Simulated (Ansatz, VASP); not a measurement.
## One calculation of Tc, two programs

File INCAR:

```
PREC = Accurate ; ENCUT = 520
EDIFF = 1E-6 ; ISMEAR = -1
SIGMA = 0.05 ; LREAL = F
LASPH = T ; NELM = 80
ALGO = Normal ; ISIF = 2
LWAVE = F ; LCHARG = F
GGA = PS ; NBANDS = 34
```

File KPOINTS:

```
Automatic mesh
0
Gamma
  9 9 3
```

File POSCAR:

```
Tc
1.0
    2.7393552909      0.0000000000      0.0000000000
   -1.3696776454      2.3723512719      0.0000000000
    0.0000000000      0.0000000000      8.9450781288
Tc
4
Direct
    0.6666666667      0.3333333333      0.7500000000
    0.0000000000      0.0000000000      0.5000000000
    0.3333333333      0.6666666667      0.2500000000
    0.0000000000      0.0000000000      0.0000000000
```

input.yaml

```yaml
crystal:
  lattice:
    - [2.7393552909, 0.0, 0.0]
    - [-1.3696776454, 2.3723512719, 0.0]
    - [0.0, 0.0, 8.9450781288]
  atoms:
    - { symbol: Tc, position: [0.6666666667, 0.3333333333, 0.75] }
    - { symbol: Tc, position: [0.0, 0.0, 0.5] }
    - { symbol: Tc, position: [0.3333333333, 0.6666666667, 0.25] }
    - { symbol: Tc, position: [0.0, 0.0, 0.0] }
hamiltonian:
  xc: pbesol
  pseudopotentials: { kind: paw }
kpoints:
  mp_grid: { grid: [9, 9, 3] }
scf:
  occupations: { method: fermi_dirac, width: 0.05 }
output:
  forces: true
  stress: true
  eigenvalues: true
```

Alike in both runs: task single point; functional PBEsol; k mesh 9 × 9 × 3; occupations fermi-dirac, width 0.05 eV; no spin polarisation.

```csv
,VASP,Ansatz
version,VASP 6.6.1,Ansatz 0.2.0
potentials or method,"VASP PAW PBE potentials, release 64 (Tc_pv)",Ansatz PAW earlier set
plane-wave cutoff (eV),520,500
valence electrons in the cell,52,60
```

```tsv
	VASP	Ansatz	Ansatz less VASP
gap on the k mesh at the Fermi level (eV)	none	none	-
pressure (GPa)	-11.5	-10.8	+0.65
traceless stress, the component that is largest in VASP (GPa)	-5.93	-5.93	+0.001
```

VASP's potentials were made for PBE, not for PBEsol. A gap of «none» marks a metal or a gap that the smearing closes. VASP's potentials hold 52 valence electrons a cell and Ansatz's 60, so a difference there can come from the potentials and not from the codes.
